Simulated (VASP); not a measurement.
Input of a VASP 6.6.1 run:

Contents of INCAR:

```
SYSTEM = CuO
PREC = Accurate
ENCUT = 520
EDIFF = 1E-6
ISMEAR = -1
SIGMA = 0.05
LREAL = .False.
LASPH = .True.
NELM = 100
ALGO = Normal
ISIF = 2
LWAVE = .False.
LCHARG = .True.
GGA = RE
LELF = .True.
LVHAR = .True.
NBANDS = 25
```

File KPOINTS:

```
Automatic mesh
0
Gamma
  10 10 5
  0 0 0
```

Contents of POSCAR:

```
CuO
1.0
    2.3418500000     -1.7113000000      0.0000000000
    2.3418500000      1.7113000000      0.0000000000
   -0.8500274268      0.0000000000      5.0578693947
Cu O
2 2
Direct
    0.5000000000      0.0000000000      0.5000000000
    0.0000000000      0.5000000000      0.0000000000
    0.4184000000      0.5816000000      0.7500000000
    0.5816000000      0.4184000000      0.2500000000
```

Potentials or basis: VASP PAW PBE potentials, release 64 (Cu, O).

Command:

```bash
$ cat potpaw_PBE.64/Cu/POTCAR potpaw_PBE.64/O/POTCAR > POTCAR
$ mpirun -np 1 vasp_std > vasp.out
```

(1) Predict the pressure.

(2) What does it give for the band gap on the k mesh?

Results:

(1) 10.6 GPa.

(2) zero (bands 17 and 18 overlap by 0.60 eV).

Caveat: the cell stands under pressure; the PAW data sets were made with another functional, which shifts forces and pressure a little; semilocal functionals often make such compounds metallic where correlation or magnetic order opens a gap, which also shifts bond lengths.
